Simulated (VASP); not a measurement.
# PbS (I4/mmm) in VASP: notebook

The runs below take PbS through single point, with r2SCAN.

All numbers are computed with VASP 6.6.1; they aren't measurements. Logs are shortened: lines on timing, memory, paths and dates and some standing lists are left out, and cuts for length are marked.

### Step 1. The cell of the first run

The structure is tetragonal, space group I4/mmm (No. 139). Conventional cell: a = 4.067 Å, b = 4.067 Å, c = 5.841 Å, α = 90.00°, β = 90.00°, γ = 90.00°. Pb (site symmetry 4/mmm) has 6 S at 2.88 to 2.92 Å within 3.8 Å. Within 3.8 Å of S (site symmetry 4/mmm) lie 6 Pb at 2.88 to 2.92 Å.

### Step 2. Single point, r2SCAN (strain -0.030 along x and y, -0.015 along z)

POSCAR

```
PbS
1.0
    0.0000000000      2.8760500000      2.9205250000
    2.8760500000      0.0000000000      2.9205250000
    2.8760500000      2.8760500000      0.0000000000
Pb S
1 1
Direct
    0.0000000000      0.0000000000      0.0000000000
    0.5000000000      0.5000000000      0.5000000000
```

INCAR.step1

```
PREC     = Accurate       # precision mode
ENCUT    = 520            # plane-wave cutoff, eV
ISMEAR   = 0              # smearing method
SIGMA    = 0.05           # smearing width, eV
LREAL    = F              # projectors in reciprocal space
LASPH    = T              # aspherical terms in the spheres
NELM     = 80             # most SCF steps
NBANDS   = 17             # bands
GGA      = PE             # functional
ALGO     = Normal         # electronic algorithm
EDIFF    = 1E-4           # SCF threshold, eV
LWAVE    = T              # write WAVECAR
LCHARG   = F              # write CHGCAR
```

INCAR.step2

```
PREC     = Accurate       # precision mode
ENCUT    = 520            # plane-wave cutoff, eV
EDIFF    = 1E-7           # SCF threshold, eV
ISMEAR   = 0              # smearing method
SIGMA    = 0.05           # smearing width, eV
LREAL    = F              # projectors in reciprocal space
LASPH    = T              # aspherical terms in the spheres
NELM     = 80             # most SCF steps
ALGO     = Normal         # electronic algorithm
ISIF     = 2              # what is computed and relaxed
LWAVE    = F              # write WAVECAR
LCHARG   = F              # write CHGCAR
METAGGA  = R2SCAN         # meta-GGA
LMIXTAU  = T            
NBANDS   = 17             # bands
ISTART   = 1
```

KPOINTS

```
regular mesh
0
Gamma
  8 8 8
```

Potentials or basis: VASP PAW PBE potentials, release 64 (Pb_d, S).

Started as:

```sh
$ cat potpaw_PBE.64/Pb_d/POTCAR potpaw_PBE.64/S/POTCAR > POTCAR
$ cp INCAR.step1 INCAR
$ mpirun -np 1 vasp_std > vasp.out
$ cp INCAR.step2 INCAR
$ mpirun -np 1 vasp_std > vasp.out
```

OUTCAR:

```text
PREC = Accurate
   ENCUT = 520
   EDIFF = 1E-7
   ISMEAR = 0
   LREAL = F
   LASPH = T
   NELM = 80
   ISIF = 2
   METAGGA = R2SCAN
   ISTART = 1

 ion  position               nearest neighbor table
   1  0.000  0.000  0.000-   2 2.88   2 2.88   2 2.88   2 2.88   2 2.92   2 2.92
   2  0.500  0.500  0.500-   1 2.88   1 2.88   1 2.88   1 2.88   1 2.92   1 2.92

  LATTYP: Found a body centered tetragonal cell.
 ALAT       =     4.0673489161
 C/A-ratio  =     1.4360828443

  Lattice vectors:

 A1 = (  -2.8760500000,   0.0000000000,   2.9205250000)
 A2 = (   2.8760500000,   0.0000000000,   2.9205250000)
 A3 = (   0.0000000000,   2.8760500000,  -2.9205250000)

Analysis of symmetry for initial positions (statically):
=====================================================================
 Subroutine PRICEL returns:
 Original cell was already a primitive cell.

 Routine SETGRP: Setting up the symmetry group for a
 body centered tetragonal supercell.

 Subroutine GETGRP returns: Found 16 space group operations
 (whereof 16 operations were pure point group operations)
 out of a pool of 16 trial point group operations.

The static configuration has the point symmetry D_4h.

Analysis of symmetry for dynamics (positions and initial velocities):
=====================================================================
 Subroutine PRICEL returns:
 Original cell was already a primitive cell.

 Routine SETGRP: Setting up the symmetry group for a
 body centered tetragonal supercell.

 Subroutine GETGRP returns: Found 16 space group operations
 (whereof 16 operations were pure point group operations)
 out of a pool of 16 trial point group operations.

The dynamic configuration has the point symmetry D_4h.

 Subroutine INISYM returns: Found 16 space group operations
 (whereof 16 operations are pure point group operations),
 and found     1 'primitive' translations

----------------------------------------------------------------------------------------

                                     Primitive cell

  volume of cell :      48.3152

  direct lattice vectors                    reciprocal lattice vectors
     0.000000000  2.876050000  2.920525000    -0.173849551  0.173849551  0.171202096
     2.876050000  0.000000000  2.920525000     0.173849551 -0.173849551  0.171202096
     2.876050000  2.876050000  0.000000000     0.173849551  0.173849551 -0.171202096

  length of vectors
     4.098918135  4.098918135  4.067348916     0.299595544  0.299595544  0.299595544

  position of ions in fractional coordinates (direct lattice)
     0.000000000  0.000000000  0.000000000
     0.500000000  0.500000000  0.500000000

  ion indices of the primitive-cell ions
   primitive index   ion index
                 1           1
                 2           2

----------------------------------------------------------------------------------------

 KPOINTS: regular mesh

Automatic generation of k-mesh.
 Grid dimensions read from file:
 generate k-points for:    8    8    8

 Generating k-lattice:

  Cartesian coordinates                     Fractional coordinates (reciprocal lattice)
    -0.021731194  0.021731194  0.021400262     0.125000000 -0.000000000  0.000000000
     0.021731194 -0.021731194  0.021400262    -0.000000000  0.125000000  0.000000000
     0.021731194  0.021731194 -0.021400262     0.000000000  0.000000000  0.125000000

  Length of vectors
     0.037449443  0.037449443  0.037449443

  Shift w.r.t. Gamma in fractional coordinates (k-lattice)
     0.000000000  0.000000000  0.000000000

 Subroutine IBZKPT returns following result:
 ===========================================

 Found     59 irreducible k-points:

 Following reciprocal coordinates:
            Coordinates               Weight
  0.000000  0.000000  0.000000      1.000000
  0.125000  0.000000  0.000000      8.000000
  0.250000  0.000000  0.000000      8.000000
  0.375000  0.000000  0.000000      8.000000
  0.500000  0.000000  0.000000      4.000000
  0.125000  0.125000  0.000000      2.000000
[... 16 lines left out ...]
  0.250000  0.000000  0.125000     16.000000
  0.375000  0.000000  0.125000     16.000000
 [... further k-points ...]
   k-points           NKPTS =     59   k-points in BZ     NKDIM =     59   number of bands    NBANDS=     17
   number of dos      NEDOS =    301   number of ions     NIONS =      2
   total plane-waves  NPLWV =  27000
   dimension x,y,z NGX =    30 NGY =   30 NGZ =   30
   dimension x,y,z NGXF=    60 NGYF=   60 NGZF=   60
   ions per type =               1   1
   NGX,Y,Z   is equivalent  to a cutoff of  12.17, 12.17, 12.26 a.u.
   NGXF,Y,Z  is equivalent  to a cutoff of  24.34, 24.34, 24.52 a.u.
 SYSTEM =  unknown system
   PREC   = accura    normal or accurate (medium, high low for compatibility)
   ISTART =      1    job   : 0-new  1-cont  2-samecut
   ICHARG =      0    charge: 1-file 2-atom 10-const
   ISPIN  =      1    spin polarized calculation?
   LNONCOLLINEAR =      F non collinear calculations
   LSORBIT =      F    spin-orbit coupling
   LASPH  =      T    aspherical Exc in radial PAW
   ENCUT  =  520.0 eV  38.22 Ry    6.18 a.u.   7.62  7.62  7.56*2*pi/ulx,y,z
   NELM   =     80;   NELMIN=  2; NELMDL=  0     # of ELM steps
   EDIFF  = 0.1E-06   stopping-criterion for ELM
   LREAL  =      F    real-space projection
   EDIFFG = 0.1E-05   stopping-criterion for IOM
   NSW    =      0    number of steps for IOM
   IBRION =     -1    ionic relax: 0-MD 1-quasi-New 2-CG
   NFREE  =      0    steps in history (QN), initial steepest desc. (CG)
   ISIF   =      2    stress and relaxation
   ISYM   =      2    0-nonsym 1-usesym 2-fastsym
   POTIM  = 0.5000    time-step for ionic-motion
   TEBEG  =    0.0;   TEEND  =   0.0 temperature during run
   PSTRESS=    0.0 pullay stress
   NELECT =      20.0000    total number of electrons
   NUPDOWN=      -1.0000    fix difference up-down
   EMIN   =  10.00;   EMAX   =-10.00  energy-range for DOS
   EFERMI =   0.00;   METHOD = LEGACY
   ISMEAR =     0;   SIGMA  =   0.05  broadening in eV -4-tet -1-fermi 0-gaus
   EFERMI_NEDOS =   21; number of points for ismear=-14 and -15
   IALGO  =     38    algorithm
   IMIX   =      4    mixing-type and parameters
     AMIX     =   0.40;   BMIX     =  1.00
     AMIX_MAG =   1.60;   BMIX_MAG =  1.00
  volume/ion in A,a.u.               =      24.16       163.02
  Fermi-wavevector in a.u.,A,eV,Ry     =   1.220085  2.305627 20.253747  1.488608
  Thomas-Fermi vector in A             =   2.355315
   LORBIT       =      0    0 simple, 1 ext, 2 COOP (PROOUT), +10 PAW based schemes
   METAGGA = R2SCAN    functional components
   LHFCALC =     F    Hartree Fock is set to
   AEXX    =    0.0000 exact exchange contribution
   IVDW    =     0    specifies the selected vdW correction
   LEPSILON=     F    determine dielectric tensor
   LRPA    =     F    only Hartree local field effects (RPA)
 non-spin polarized calculation
 Gauss-broadening in eV      SIGMA  =   0.05
  energy-cutoff  :      520.00
  volume of cell :       48.32
 maximum number of plane-waves:      1317
   NGX = 15   NGY = 15   NGZ = 15

 number of electron      19.9999994 magnetization

 Free energy of the ion-electron system (eV)
  ---------------------------------------------------
  ext. energy  EPLUGINS =         0.00000000
  ---------------------------------------------------
  free energy    TOTEN  =       -65.50557111 eV

  energy without entropy =      -65.50557093  energy(sigma->0) =      -65.50557102

 E-fermi :   7.0490     XC(G=0): -10.6511

 val. band max:        6.9094135961   @ k =   0.5000   0.0000   0.0000
 cond. band min:       7.1885328717   @ k =   0.5000   0.0000   0.0000
 fundamental gap:      0.2791192756
 Fermi energy:         7.0489727243

 k-point     1 :       0.0000    0.0000    0.0000
  band No.  band energies     occupation
      1     -10.8327      2.00000
      2     -10.8327      2.00000
      3     -10.8306      2.00000
      4     -10.8259      2.00000
      5     -10.8152      2.00000
      6      -8.2058      2.00000
[... 9 lines left out ...]
     16      13.7252      0.00000
     17      15.6201      0.00000

 k-point     2 :       0.1250    0.0000    0.0000
  band No.  band energies     occupation
      1     -10.8340      2.00000
      2     -10.8314      2.00000
      3     -10.8300      2.00000
      4     -10.8204      2.00000
      5     -10.8167      2.00000
      6      -8.0526      2.00000
[... 9 lines left out ...]
     16      14.1381      0.00000
     17      17.0019      0.00000

 k-point     3 :       0.2500    0.0000    0.0000
  band No.  band energies     occupation
      1     -10.8493      2.00000
      2     -10.8435      2.00000
      3     -10.8308      2.00000
      4     -10.8000      2.00000
      5     -10.7979      2.00000
      6      -7.6242      2.00000
[... 9 lines left out ...]
     16      15.0214      0.00000
     17      19.3804      0.00000

 k-point     4 :       0.3750    0.0000    0.0000
  band No.  band energies     occupation
      1     -10.8650      2.00000
      2     -10.8603      2.00000
      3     -10.8309      2.00000
      4     -10.7797      2.00000
      5     -10.7751      2.00000
      6      -7.0604      2.00000
[... 9 lines left out ...]
     16      16.3343      0.00000
     17      19.4926      0.00000
[... 343 lines left out ...]
      1     -10.8380      2.00000
      2     -10.8376      2.00000
      3     -10.8220      2.00000
      4     -10.8185      2.00000
      5     -10.8177      2.00000
      6      -7.9947      2.00000
[... 9 lines left out ...]
     16      15.0693      0.00000
     17      16.3663      0.00000

 k-point    23 :       0.2500    0.0000    0.1250
  band No.  band energies     occupation
      1     -10.8642      2.00000
      2     -10.8387      2.00000
      3     -10.8280      2.00000
      4     -10.8074      2.00000
      5     -10.7951      2.00000
      6      -7.6429      2.00000
[... 9 lines left out ...]
     16      15.8568      0.00000
     17      17.8401      0.00000

 k-point    24 :       0.3750    0.0000    0.1250
  band No.  band energies     occupation
      1     -10.8880      2.00000
      2     -10.8439      2.00000
      3     -10.8326      2.00000
      4     -10.7937      2.00000
      5     -10.7729      2.00000
      6      -7.1004      2.00000
[... 9 lines left out ...]
     16      16.9446      0.00000
     17      19.3408      0.00000

 [... further k-points ...]

------------------------ aborting loop because EDIFF is reached ----------------------------------------

  FORCE on cell =-STRESS in cart. coord.  units (eV):
  Direction    XX          YY          ZZ          XY          YZ          ZX
  --------------------------------------------------------------------------------------
  -------------------------------------------------------------------------------------
  Total        2.4161598      2.4161598      1.5597149      0.0000000     -0.0000000     -0.0000000
  in kB       80.1221218     80.1221218     51.7216083      0.0000000     -0.0000000     -0.0000000
  external PRESSURE =      70.6552840 kB  Pullay stress =       0.0000000 kB

 VOLUME and BASIS-vectors are now :
 -----------------------------------------------------------------------------
  energy-cutoff  :      520.00
  volume of cell :       48.32
      direct lattice vectors                 reciprocal lattice vectors
     0.000000000  2.876050000  2.920525000    -0.173849551  0.173849551  0.171202096
     2.876050000  0.000000000  2.920525000     0.173849551 -0.173849551  0.171202096
     2.876050000  2.876050000  0.000000000     0.173849551  0.173849551 -0.171202096

 POSITION                                       TOTAL-FORCE (eV/Angst)
 -----------------------------------------------------------------------------------
      0.00000      0.00000      0.00000        -0.000000      0.000000      0.000000
      2.87605      2.87605      2.92053         0.000000     -0.000000     -0.000000
 -----------------------------------------------------------------------------------
    total drift:                               -0.000000      0.000000      0.000000

  FREE ENERGIE OF THE ION-ELECTRON SYSTEM (eV)
  ---------------------------------------------------
  free  energy   TOTEN  =       -65.5055711146 eV

  energy  without entropy=      -65.5055709323  energy(sigma->0) =      -65.50557102
```

Wall time 94 s (1 thread of Intel Xeon 6975P-C (Granite Rapids), shared host); peak memory 0.2 GiB.

What came out:

* Free energy: -65.5056 eV
* Pressure: 7.1 GPa
* Band gap on the k mesh: 0.28 eV

Levels at points of the mesh, in eV from the valence-band top:
```tsv
k point	band 7	band 8	band 9	band 10	band 11	band 12	band 13	band 14
(0.00, 0.00, 0.00)	-6.07	-2.94	-2.94	-2.81	5.40	5.79	5.79	6.72
(0.50, 0.00, 0.00)	-9.77	-2.44	-2.39	0.00	0.28	1.80	1.89	9.15
(0.50, 0.50, 0.00)	-7.56	-6.22	-4.28	-4.28	3.71	6.03	6.34	6.34
(0.50, 0.00, 0.50)	-7.67	-6.25	-4.40	-4.23	3.64	6.05	6.22	6.43
```

Caveat: the cell differs from its parent crystal (strain -0.030 along x and y, -0.015 along z); the cell stands under pressure; the PAW data sets were made with another functional, which shifts forces and pressure a little; spin-orbit coupling is left out, which moves the levels of the heavy elements. A k mesh can miss the band edges.

### Step 3. Single point, r2SCAN (strain -0.030 along x and y, +0.000 along z)

POSCAR

```
PbS
1.0
    0.0000000000      2.8760500000      2.9650000000
    2.8760500000      0.0000000000      2.9650000000
    2.8760500000      2.8760500000      0.0000000000
Pb S
1 1
Direct
    0.0000000000      0.0000000000      0.0000000000
    0.5000000000      0.5000000000      0.5000000000
```

INCAR.step1

```
SYSTEM = PbS
  PREC = Accurate
  ENCUT = 520
  ISMEAR = 0
  SIGMA = 0.05
  LREAL = .FALSE.
  LASPH = .TRUE.
  NELM = 60
  NBANDS = 17
  GGA = PE
  ALGO = Normal
  EDIFF = 1E-4
  LWAVE = .TRUE.
  LCHARG = .FALSE.
```

INCAR.step2

```
SYSTEM = PbS
  PREC = Accurate
  ENCUT = 520
  EDIFF = 1E-7
  ISMEAR = 0
  SIGMA = 0.05
  LREAL = .FALSE.
  LASPH = .TRUE.
  NELM = 60
  ALGO = Normal
  ISIF = 2
  LWAVE = .FALSE.
  LCHARG = .TRUE.
  METAGGA = R2SCAN
  LMIXTAU = .TRUE.
  LELF = .TRUE.
  LVHAR = .TRUE.
  NBANDS = 17
  ISTART = 1
```

KPOINTS

```
Automatic mesh
0
G
  8 8 8
  0 0 0
```

Potentials or basis: VASP PAW PBE potentials, release 64 (Pb_d, S).

Started as:

```sh
$ cat potpaw_PBE.64/Pb_d/POTCAR potpaw_PBE.64/S/POTCAR > POTCAR
$ cp INCAR.step1 INCAR
$ mpirun -np 1 vasp_std > vasp.out
$ cp INCAR.step2 INCAR
$ mpirun -np 1 vasp_std > vasp.out
```

Wall time 72 s (1 thread of Intel Xeon 6975P-C (Granite Rapids), shared host); peak memory 0.21 GiB.

Results (log left out):

```yaml
Free_energy: -65.5234 eV
Pressure: 5.9 GPa
Band_gap_on_the_k_mesh: 0.33 eV
```

Stress tensor (GPa, compression positive):
```
7.65 0.00 0.00
0.00 7.65 0.00
0.00 0.00 2.49
```

Levels at points of the mesh, in eV from the valence-band top:
```
           k point  band 8  band 9  band 10  band 11  band 12  band 13
(0.00, 0.00, 0.00)   -2.89   -2.89    -2.63     5.13     5.88     5.88
(0.50, 0.00, 0.00)   -2.38   -2.29     0.00     0.33     1.82     2.00
(0.50, 0.50, 0.00)   -6.05   -4.14    -4.14     3.84     5.87     6.35
(0.50, 0.00, 0.50)   -6.11   -4.37    -4.04     3.70     5.79     6.24
```

Caveat: the cell differs from its parent crystal (strain -0.030 along x and y, +0.000 along z); the cell stands under pressure; the PAW data sets were made with another functional, which shifts forces and pressure a little; spin-orbit coupling is left out, which moves the levels of the heavy elements. A k mesh can miss the band edges.
